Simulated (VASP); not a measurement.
# SiO2: single point with PBE

SiO2, a slab with vacuum:

```
Si O
1.0
     5.92061    0.00000    0.00000
     0.00000    5.33680    0.00000
     0.00000    0.00000   17.77142
Si O
8 16
Cartesian
  0.0000 0.0000 1.0000
  2.9603 1.3342 1.0000
  2.9380 -0.1836 4.6328
  0.1260 1.3486 4.1792
  0.0000 2.6684 1.0000
  2.9603 4.0026 1.0000
  2.9424 2.5051 4.8645
  -0.1360 3.9693 3.9899
  5.9275 -0.0662 2.7604
  1.1492 1.3342 1.0000
  3.0191 -0.0517 1.9623
  4.7714 1.3342 1.0000
  2.8878 -0.4302 6.2169
  3.9925 1.2775 3.9759
  -0.0971 -0.0755 4.9999
  1.8905 1.1667 4.3070
  6.1040 2.6351 2.7790
  1.1492 4.0026 1.0000
  2.8310 2.7069 1.9680
  4.7714 4.0026 1.0000
  3.0261 2.6153 6.4275
  4.0938 3.8650 4.0785
  0.1235 2.7275 5.0341
  1.9104 3.8829 4.1301
```

| Quantity | Value |
| --- | --- |
| Program | VASP 6.6.1 |
| Task | single point |
| Functional | PBE |
| Potentials or basis | VASP PAW PBE potentials, release 64 (Si, O) |
| Cutoff | 520 eV |
| k mesh | 2 × 2 × 1 |
| Occupations | fermi-dirac, width 0.05 eV |
| Spin | no spin polarisation |
| Dipole correction | no |
| Further INCAR settings | LREAL = Auto; ALGO = Normal; EDIFF = 1e-06; NBANDS = 82 |

The largest force is 6.682 eV/Å and the band gap on the k mesh is zero (bands 64 and 65 overlap by 0.18 eV).

Forces on the atoms (eV/Å):
```
Si   0.277 -0.175  6.674
Si  -0.151 -0.004  1.367
Si   1.399  0.197 -1.808
Si  -1.218 -1.488 -1.252
Si   0.571 -0.038  6.636
Si  -0.250 -0.489 -0.200
Si   0.601  0.595 -3.789
Si   1.588  0.108 -0.409
O    0.305  0.677 -1.511
O   -1.545 -0.690 -3.543
O   -0.609  2.157 -0.027
O    1.352  0.422 -2.957
O    0.423  0.101  1.621
O    1.075 -0.011  2.285
O    0.369  1.163  2.057
O   -1.629  0.765  0.194
O   -1.446 -0.166 -1.402
O   -1.671  0.379 -4.013
O    1.264 -1.804 -0.650
O    1.434 -0.814 -3.292
O    0.094  0.401  1.050
O   -1.064  0.203  0.516
O   -0.855 -1.117  2.426
O   -0.314 -0.373  0.027
```

Levels at points of the mesh, in eV from the Fermi level:
```
           k point  band 60  band 61  band 62  band 63  band 64  band 65  band 66  band 67  band 68  band 69
(0.00, 0.00, 0.00)    -1.05    -0.72    -0.49    -0.20     0.13     0.20     0.65     0.75     1.03     2.70
(0.50, 0.00, 0.00)    -0.96    -0.81    -0.45    -0.39    -0.17     0.53     0.65     0.99     1.65     2.88
(0.00, 0.50, 0.00)    -0.54    -0.35    -0.25    -0.23    -0.13    -0.06     0.01     0.83     0.85     5.09
(0.50, 0.50, 0.00)    -0.90    -0.61    -0.36    -0.13    -0.05     0.09     0.13     0.67     0.70     5.78
```

It took 8.4 min on 1 thread of Intel(R) Xeon(R) Platinum 8259CL CPU @ 2.50GHz (Skylake/Cascade Lake), with other jobs on the host, peak memory 0.59 GiB.

Caveat: the k points lie up to 0.59 Å⁻¹ apart.
